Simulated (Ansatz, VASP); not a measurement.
# Tl: VASP beside Ansatz

```
CELL_PARAMETERS angstrom
3.50148 0.00000 0.00000
-1.75074 3.03237 0.00000
0.00000 0.00000 5.59771
ATOMIC_POSITIONS crystal
Tl 0.66667 0.33333 0.75000
Tl 0.33333 0.66667 0.25000
```

Alike in both runs: task single point; functional b88 exchange, pbe correlation; k mesh 9 × 9 × 5; collinear spin.

|  | VASP | Ansatz |
| --- | --- | --- |
| version | VASP 6.6.1 | Ansatz 0.2.0 |
| potentials or method | VASP PAW PBE potentials, release 64 (Tl_d) | Ansatz PAW |
| plane-wave cutoff (eV) | 500 | 420 |
| occupations | methfessel-paxton of order 1, width 0.15 eV | cold, width 0.15 eV |
| valence electrons in the cell | 26 | 26 |

Ansatz gave:

```
gap on the k mesh at the Fermi level (eV)                     : none
pressure (GPa)                                                : 1.7
traceless stress, the component that is largest in VASP (GPa) : 0.85
net moment per atom (μB)                                      : 0.00
```

**Question.** Estimate VASP's values.

**Answer.** gap on the k mesh at the Fermi level (eV): none; pressure (GPa): 1.6; traceless stress, the component that is largest in VASP (GPa): 0.67; net moment per atom (μB): 0.00.

VASP's potentials were made for PBE, not for b88 exchange, pbe correlation. A gap of «none» marks a metal or a gap that the smearing closes.

Neither program's run includes spin-orbit coupling.
